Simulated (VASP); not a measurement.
# K (Im-3m) in VASP: notebook

Aim: see how the results for K move with the level of theory and the settings. Levels: PBE, LDA, PBEsol. Tasks: single point.

Everything below comes from runs of VASP 6.6.1. Logs are shortened: lines on timing, memory, paths and dates and some standing lists are left out, and cuts for length are marked.

### 1 The cell of the first run

It takes space group Im-3m (No. 229, cubic). The conventional cell has a = 5.395 Å, b = 5.395 Å, c = 5.395 Å, α = 90.00°, β = 90.00°, γ = 90.00°.

### 2 Single point, PBE

Contents of INCAR:

```
  ALGO = Normal
  EDIFF = 1E-7
  ENCUT = 520
  GGA = PE
  ISIF = 2
  ISMEAR = -1
  LASPH = True
  LCHARG = False
  LREAL = False
  LWAVE = False
  NBANDS = 10
  NELM = 100
  PREC = Accurate
  SIGMA = 0.05
```

Contents of KPOINTS:

```
k-points
0
Gamma
  7 7 7
```

Contents of POSCAR:

```
K
1.0
   -2.6975585167      2.6975585167      2.6975585167
    2.6975585167     -2.6975585167      2.6975585167
    2.6975585167      2.6975585167     -2.6975585167
K
1
Direct
    0.0000000000      0.0000000000      0.0000000000
```

Potentials or basis: VASP PAW PBE potentials, release 64 (K_sv).

Started as:

```bash
> cat potpaw_PBE.64/K_sv/POTCAR > POTCAR
> mpirun -np 1 vasp_std > vasp.out
```

OUTCAR:

```text
EDIFF = 1E-7
   ENCUT = 520
   GGA = PE
   ISIF = 2
   ISMEAR = -1
   LASPH = True
   LREAL = False
   NELM = 100
   PREC = Accurate

 ion  position               nearest neighbor table
   1  0.000  0.000  0.000-

  LATTYP: Found a body centered cubic cell.
 ALAT       =     5.3951170334

  Lattice vectors:

 A1 = (  -2.6975585167,   2.6975585167,   2.6975585167)
 A2 = (   2.6975585167,  -2.6975585167,   2.6975585167)
 A3 = (   2.6975585167,   2.6975585167,  -2.6975585167)

Analysis of symmetry for initial positions (statically):
=====================================================================
 Subroutine PRICEL returns:
 Original cell was already a primitive cell.

 Routine SETGRP: Setting up the symmetry group for a
 body centered cubic supercell.

 Subroutine GETGRP returns: Found 48 space group operations
 (whereof 48 operations were pure point group operations)
 out of a pool of 48 trial point group operations.

The static configuration has the point symmetry O_h .

Analysis of symmetry for dynamics (positions and initial velocities):
=====================================================================
 Subroutine PRICEL returns:
 Original cell was already a primitive cell.

 Routine SETGRP: Setting up the symmetry group for a
 body centered cubic supercell.

 Subroutine GETGRP returns: Found 48 space group operations
 (whereof 48 operations were pure point group operations)
 out of a pool of 48 trial point group operations.

The dynamic configuration has the point symmetry O_h .

 Subroutine INISYM returns: Found 48 space group operations
 (whereof 48 operations are pure point group operations),
 and found     1 'primitive' translations

----------------------------------------------------------------------------------------

                                     Primitive cell

  volume of cell :      78.5186

  direct lattice vectors                    reciprocal lattice vectors
    -2.697558517  2.697558517  2.697558517     0.000000000  0.185352791  0.185352791
     2.697558517 -2.697558517  2.697558517     0.185352791  0.000000000  0.185352791
     2.697558517  2.697558517 -2.697558517     0.185352791  0.185352791  0.000000000

  length of vectors
     4.672308407  4.672308407  4.672308407     0.262128431  0.262128431  0.262128431

  position of ions in fractional coordinates (direct lattice)
     0.000000000  0.000000000  0.000000000

  ion indices of the primitive-cell ions
   primitive index   ion index
                 1           1

----------------------------------------------------------------------------------------

 KPOINTS: k-points

Automatic generation of k-mesh.
 Grid dimensions read from file:
 generate k-points for:    7    7    7

 Generating k-lattice:

  Cartesian coordinates                     Fractional coordinates (reciprocal lattice)
     0.000000000  0.026478970  0.026478970     0.142857143  0.000000000  0.000000000
     0.026478970  0.000000000  0.026478970     0.000000000  0.142857143  0.000000000
     0.026478970  0.026478970  0.000000000     0.000000000  0.000000000  0.142857143

  Length of vectors
     0.037446919  0.037446919  0.037446919

  Shift w.r.t. Gamma in fractional coordinates (k-lattice)
     0.000000000  0.000000000  0.000000000

 Subroutine IBZKPT returns following result:
 ===========================================

 Found     20 irreducible k-points:

 Following reciprocal coordinates:
            Coordinates               Weight
  0.000000  0.000000  0.000000      1.000000
  0.142857  0.000000  0.000000     12.000000
  0.285714  0.000000  0.000000     12.000000
  0.428571  0.000000  0.000000     12.000000
  0.142857  0.142857  0.000000     24.000000
  0.285714  0.142857 -0.000000     48.000000
[... 12 lines left out ...]
 -0.428571 -0.428571  0.285714      8.000000
 -0.428571  0.428571  0.428571      6.000000
   k-points           NKPTS =     20   k-points in BZ     NKDIM =     20   number of bands    NBANDS=     10
   number of dos      NEDOS =    301   number of ions     NIONS =      1
   total plane-waves  NPLWV =  46656
   dimension x,y,z NGX =    36 NGY =   36 NGZ =   36
   dimension x,y,z NGXF=    72 NGYF=   72 NGZF=   72
   ions per type =               1
   NGX,Y,Z   is equivalent  to a cutoff of  12.81, 12.81, 12.81 a.u.
   NGXF,Y,Z  is equivalent  to a cutoff of  25.62, 25.62, 25.62 a.u.
 SYSTEM =  unknown system
   PREC   = accura    normal or accurate (medium, high low for compatibility)
   ISTART =      0    job   : 0-new  1-cont  2-samecut
   ICHARG =      2    charge: 1-file 2-atom 10-const
   ISPIN  =      1    spin polarized calculation?
   LNONCOLLINEAR =      F non collinear calculations
   LSORBIT =      F    spin-orbit coupling
   LASPH  =      T    aspherical Exc in radial PAW
   ENCUT  =  520.0 eV  38.22 Ry    6.18 a.u.   8.69  8.69  8.69*2*pi/ulx,y,z
   NELM   =    100;   NELMIN=  2; NELMDL= -5     # of ELM steps
   EDIFF  = 0.1E-06   stopping-criterion for ELM
   LREAL  =      F    real-space projection
   EDIFFG = 0.1E-05   stopping-criterion for IOM
   NSW    =      0    number of steps for IOM
   IBRION =     -1    ionic relax: 0-MD 1-quasi-New 2-CG
   NFREE  =      0    steps in history (QN), initial steepest desc. (CG)
   ISIF   =      2    stress and relaxation
   ISYM   =      2    0-nonsym 1-usesym 2-fastsym
   POTIM  = 0.5000    time-step for ionic-motion
   TEBEG  =    0.0;   TEEND  =   0.0 temperature during run
   PSTRESS=    0.0 pullay stress
   NELECT =       9.0000    total number of electrons
   NUPDOWN=      -1.0000    fix difference up-down
   EMIN   =  10.00;   EMAX   =-10.00  energy-range for DOS
   EFERMI =   0.00;   METHOD = LEGACY
   ISMEAR =    -1;   SIGMA  =   0.05  broadening in eV -4-tet -1-fermi 0-gaus
   EFERMI_NEDOS =   21; number of points for ismear=-14 and -15
   IALGO  =     38    algorithm
   IMIX   =      4    mixing-type and parameters
     AMIX     =   0.40;   BMIX     =  1.00
     AMIX_MAG =   1.60;   BMIX_MAG =  1.00
  volume/ion in A,a.u.               =      78.52       529.87
  Fermi-wavevector in a.u.,A,eV,Ry     =   0.795240  1.502785  8.604411  0.632406
  Thomas-Fermi vector in A             =   1.901529
   LORBIT       =      0    0 simple, 1 ext, 2 COOP (PROOUT), +10 PAW based schemes
   GGA     = PE    functional components
   LHFCALC =     F    Hartree Fock is set to
   AEXX    =    0.0000 exact exchange contribution
   IVDW    =     0    specifies the selected vdW correction
   LEPSILON=     F    determine dielectric tensor
   LRPA    =     F    only Hartree local field effects (RPA)
 non-spin polarized calculation
  energy-cutoff  :      520.00
  volume of cell :       78.52
 maximum number of plane-waves:      2128
   NGX = 17   NGY = 17   NGZ = 17

 number of electron       8.9999999 magnetization

 Free energy of the ion-electron system (eV)
  ---------------------------------------------------
  ext. energy  EPLUGINS =         0.00000000
  ---------------------------------------------------
  free energy    TOTEN  =        -1.04917626 eV

  energy without entropy =       -1.04201115  energy(sigma->0) =       -1.04559371

 E-fermi :  -0.2644     XC(G=0):  -5.4964

 val. band max:       -0.3305385006   @ k =  -0.2857   0.4286   0.1429
 cond. band min:      -0.1355517670   @ k =  -0.4286   0.4286   0.1429
 fundamental gap:      0.1949867336
 Fermi energy:        -0.2643747346

 k-point     1 :       0.0000    0.0000    0.0000
  band No.  band energies     occupation
      1     -32.4320      2.00000
      2     -15.8854      2.00000
      3     -15.8854      2.00000
      4     -15.8854      2.00000
      5      -2.3229      2.00000
      6       3.9697      0.00000
      7       3.9697      0.00000
      8       3.9697      0.00000
      9       4.8394      0.00000
     10       4.8394      0.00000

 k-point     2 :       0.1429    0.0000    0.0000
  band No.  band energies     occupation
      1     -32.4314      2.00000
      2     -15.8956      2.00000
      3     -15.8889      2.00000
      4     -15.8854      2.00000
      5      -2.0837      2.00000
      6       3.5201      0.00000
      7       3.6843      0.00000
      8       4.1536      0.00000
      9       4.6042      0.00000
     10       4.7866      0.00000

 k-point     3 :       0.2857    0.0000    0.0000
  band No.  band energies     occupation
      1     -32.4302      2.00000
      2     -15.9182      2.00000
      3     -15.8966      2.00000
      4     -15.8853      2.00000
      5      -1.3939      2.00000
      6       2.3012      0.00000
      7       3.2112      0.00000
      8       4.6755      0.00000
      9       4.6893      0.00000
     10       4.8123      0.00000

 k-point     4 :       0.4286    0.0000    0.0000
  band No.  band energies     occupation
      1     -32.4292      2.00000
      2     -15.9360      2.00000
      3     -15.9028      2.00000
      4     -15.8853      2.00000
      5      -0.3404      1.64135
      6       0.9636      0.00000
      7       2.9200      0.00000
      8       4.5203      0.00000
      9       5.1177      0.00000
     10       5.5207      0.00000
[... 170 lines left out ...]
 k-point    18 :      -0.4286    0.4286    0.2857
  band No.  band energies     occupation
      1     -32.4277      2.00000
      2     -15.9279      2.00000
      3     -15.9153      2.00000
      4     -15.9095      2.00000
      5       0.4144      0.00000
      6       1.4863      0.00000
      7       2.8218      0.00000
      8       3.0079      0.00000
      9       4.0126      0.00000
     10       5.6623      0.00000

 k-point    19 :      -0.4286   -0.4286    0.2857
  band No.  band energies     occupation
      1     -32.4273      2.00000
      2     -15.9248      2.00000
      3     -15.9248      2.00000
      4     -15.9113      2.00000
      5       1.1868      0.00000
      6       1.1868      0.00000
      7       2.1313      0.00000
      8       3.6257      0.00000
      9       3.6257      0.00000
     10       5.3584      0.00000

 k-point    20 :      -0.4286    0.4286    0.4286
  band No.  band energies     occupation
      1     -32.4269      2.00000
      2     -15.9239      2.00000
      3     -15.9223      2.00000
      4     -15.9223      2.00000
      5       1.1077      0.00000
      6       1.5396      0.00000
      7       3.0404      0.00000
      8       3.0404      0.00000
      9       3.0633      0.00000
     10       5.3838      0.00000

------------------------ aborting loop because EDIFF is reached ----------------------------------------

  FORCE on cell =-STRESS in cart. coord.  units (eV):
  Direction    XX          YY          ZZ          XY          YZ          ZX
  --------------------------------------------------------------------------------------
  -------------------------------------------------------------------------------------
  Total       -0.1044629     -0.1044629     -0.1044629      0.0000000     -0.0000000      0.0000000
  in kB       -2.1315712     -2.1315712     -2.1315712      0.0000000     -0.0000000      0.0000000
  external PRESSURE =      -2.1315712 kB  Pullay stress =       0.0000000 kB

 VOLUME and BASIS-vectors are now :
 -----------------------------------------------------------------------------
  energy-cutoff  :      520.00
  volume of cell :       78.52
      direct lattice vectors                 reciprocal lattice vectors
    -2.697558517  2.697558517  2.697558517     0.000000000  0.185352791  0.185352791
     2.697558517 -2.697558517  2.697558517     0.185352791  0.000000000  0.185352791
     2.697558517  2.697558517 -2.697558517     0.185352791  0.185352791  0.000000000

 POSITION                                       TOTAL-FORCE (eV/Angst)
 -----------------------------------------------------------------------------------
      0.00000      0.00000      0.00000        -0.000000      0.000000      0.000000
 -----------------------------------------------------------------------------------
    total drift:                               -0.000000      0.000000      0.000000

  FREE ENERGIE OF THE ION-ELECTRON SYSTEM (eV)
  ---------------------------------------------------
  free  energy   TOTEN  =        -1.0491762620 eV

  energy  without entropy=       -1.0420111526  energy(sigma->0) =       -1.04559371
```

It took 9.8 s on 1 thread of Intel Xeon Platinum 8375C at 2.90GHz (Ice Lake), shared host; peak memory 0.19 GiB.

Results:

```yaml
Free_energy: -1.0492 eV
Pressure: -0.2 GPa
```

### 3 Single point, LDA

Contents of INCAR:

```
PREC = Accurate
ENCUT = 520
EDIFF = 1E-7
ISMEAR = 0
SIGMA = 0.1
LREAL = F
LASPH = T
NELM = 80
ALGO = Normal
ISIF = 2
LWAVE = F
LCHARG = F
GGA = CA
NBANDS = 10
```

Contents of KPOINTS:

```
Automatic mesh
0
Gamma
  7 7 7
```

POSCAR is that of step 2.

Potentials or basis: VASP PAW LDA potentials, release 64 (K_sv).

Started as:

```bash
> cat potpaw_LDA.64/K_sv/POTCAR > POTCAR
> mpirun -np 1 vasp_std > vasp.out
```

Wall time 4.9 s (1 thread of Intel Xeon 6975P-C (Granite Rapids), shared host); peak memory 0.16 GiB.

It converged, with:

```yaml
Free_energy: -1.1357 eV
Pressure: -0.6 GPa
```

Levels at points of the mesh, in eV from the Fermi level:
```tsv
k point	band 1	band 2	band 3	band 4	band 5	band 6	band 7	band 8	band 9	band 10
(0.00, 0.00, 0.00)	-31.86	-15.54	-15.54	-15.54	-2.06	4.10	4.10	4.10	4.99	4.99
```

### 4 Single point, PBEsol

This run uses another cell than the first one, of 83.23 Å³/atom, 1.060 times its volume.

Contents of INCAR:

```
ALGO     = Normal         # electronic algorithm
EDIFF    = 1E-7           # SCF threshold, eV
ENCUT    = 520            # plane-wave cutoff, eV
GGA      = PS             # functional
ISIF     = 2              # what is computed and relaxed
ISMEAR   = -1             # smearing method
LASPH    = T              # aspherical terms in the spheres
LCHARG   = F              # write CHGCAR
LREAL    = F              # projectors in reciprocal space
LWAVE    = F              # write WAVECAR
NBANDS   = 10             # bands
NELM     = 100            # most SCF steps
PREC     = Accurate       # precision mode
SIGMA    = 0.05           # smearing width, eV
```

Contents of KPOINTS:

```
k-points
0
Gamma
  7 7 7
```

Contents of POSCAR:

```
K
1.0
   -2.7504652529      2.7504652529      2.7504652529
    2.7504652529     -2.7504652529      2.7504652529
    2.7504652529      2.7504652529     -2.7504652529
K
1
Direct
    0.0000000000      0.0000000000      0.0000000000
```

Potentials or basis: VASP PAW PBE potentials, release 64 (K_sv).

Started as:

```bash
> cat potpaw_PBE.64/K_sv/POTCAR > POTCAR
> mpirun -np 1 vasp_std > vasp.out
```

OUTCAR:

```text
EDIFF = 1E-7
   ENCUT = 520
   GGA = PS
   ISIF = 2
   ISMEAR = -1
   LASPH = T
   LREAL = F
   NELM = 100
   PREC = Accurate

 ion  position               nearest neighbor table
   1  0.000  0.000  0.000-

  LATTYP: Found a body centered cubic cell.
 ALAT       =     5.5009305058

  Lattice vectors:

 A1 = (  -2.7504652529,   2.7504652529,   2.7504652529)
 A2 = (   2.7504652529,  -2.7504652529,   2.7504652529)
[... 431 lines left out ...]
      8       2.7474      0.00000
      9       2.7859      0.00000
     10       4.9224      0.00000

------------------------ aborting loop because EDIFF is reached ----------------------------------------

  FORCE on cell =-STRESS in cart. coord.  units (eV):
  Direction    XX          YY          ZZ          XY          YZ          ZX
  --------------------------------------------------------------------------------------
  -------------------------------------------------------------------------------------
  Total       -0.2344837     -0.2344837     -0.2344837     -0.0000000     -0.0000000      0.0000000
  in kB       -4.5138253     -4.5138253     -4.5138253     -0.0000000     -0.0000000      0.0000000
  external PRESSURE =      -4.5138253 kB  Pullay stress =       0.0000000 kB

 VOLUME and BASIS-vectors are now :
 -----------------------------------------------------------------------------
  energy-cutoff  :      520.00
  volume of cell :       83.23
      direct lattice vectors                 reciprocal lattice vectors
    -2.750465253  2.750465253  2.750465253     0.000000000  0.181787426  0.181787426
     2.750465253 -2.750465253  2.750465253     0.181787426  0.000000000  0.181787426
     2.750465253  2.750465253 -2.750465253     0.181787426  0.181787426  0.000000000

 POSITION                                       TOTAL-FORCE (eV/Angst)
 -----------------------------------------------------------------------------------
      0.00000      0.00000      0.00000         0.000000     -0.000000     -0.000000
 -----------------------------------------------------------------------------------
    total drift:                               -0.000000      0.000000      0.000000

  FREE ENERGIE OF THE ION-ELECTRON SYSTEM (eV)
  ---------------------------------------------------
  free  energy   TOTEN  =        -1.1191610563 eV

  energy  without entropy=       -1.1118021559  energy(sigma->0) =       -1.11548161
```

Wall time 8.4 s (1 thread of Intel Xeon 6975P-C (Granite Rapids), shared host); peak memory 0.19 GiB.

What came out:

```yaml
Free_energy: -1.1192 eV
Pressure: -0.5 GPa
```

Levels at points of the mesh, in eV from the Fermi level:
```tsv
k point	band 1	band 2	band 3	band 4	band 5	band 6	band 7	band 8	band 9	band 10
(0.00, 0.00, 0.00)	-32.08	-15.59	-15.59	-15.59	-1.98	4.17	4.17	4.17	5.02	5.02
```

Caveat: the PAW data sets were made with another functional, which shifts forces and pressure a little.

### 5 Overview

```tsv
level	potentials or basis	cell	smearing	gap on the mesh (eV)	pressure (GPa)
PBE	VASP PAW PBE potentials, release 64 (K_sv)	a = 4.672 Å, angles 109.5°, 1 atom	fermi-dirac 0.05 eV	none	-0.2
LDA	VASP PAW LDA potentials, release 64 (K_sv)	a = 4.672 Å, angles 109.5°, 1 atom	gaussian 0.1 eV	none	-0.6
PBEsol	VASP PAW PBE potentials, release 64 (K_sv)	a = 4.764 Å, angles 109.5°, 1 atom	fermi-dirac 0.05 eV	none	-0.5
```

Alike in all rows: task single point; no spin polarisation; k mesh 7 × 7 × 7; cutoff (eV) 520.

Caveats: the PAW data sets were made with another functional, which shifts forces and pressure a little (some runs).

Absolute energies hang on the potentials; compare differences alone.
